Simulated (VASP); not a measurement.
GaAs, 2 atoms in the cell. Symmetry: I-4m2, No. 119, tetragonal system. Conventional cell: a = 3.845 Å, b = 3.845 Å, c = 5.791 Å, α = 90.00°, β = 90.00°, γ = 90.00°. Ga (site symmetry -4m2) has 4 As at 2.41 Å within 3.2 Å. Within 3.2 Å of As (site symmetry -4m2) lie 4 Ga at 2.41 Å.  This cell differs from its parent crystal: strained cell.

| Quantity | Value |
| --- | --- |
| Program | VASP 6.6.1 |
| Task | relaxation of the atoms |
| Functional | PBEsol |
| Potentials or basis | VASP PAW PBE potentials, release 64 (Ga_d, As) |
| Cutoff | 450 eV |
| k mesh | 10 × 10 × 10 |
| Occupations | gaussian, width 0.02 eV |
| Spin | no spin polarisation |
| Dipole correction | no |
| Further INCAR settings | ALGO = Normal; EDIFF = 1e-07; IBRION = 2; EDIFFG = -0.002; NSW = 60 |

Potentials or basis: VASP PAW PBE potentials, release 64 (Ga_d, As).

Command:

```console
$ cat potpaw_PBE.64/Ga_d/POTCAR potpaw_PBE.64/As/POTCAR > POTCAR
$ mpirun -np 1 vasp_std > vasp.out
```

Hardware: 1 thread of Intel Xeon 8259CL, on a shared host.

Task: How long does it take, and how much memory?

Result: Wall time 92 s on 1 thread of Intel Xeon 8259CL (shared host), peak memory 0.16 GiB. Counts: scf iterations 12, k points 102, ion steps 1.
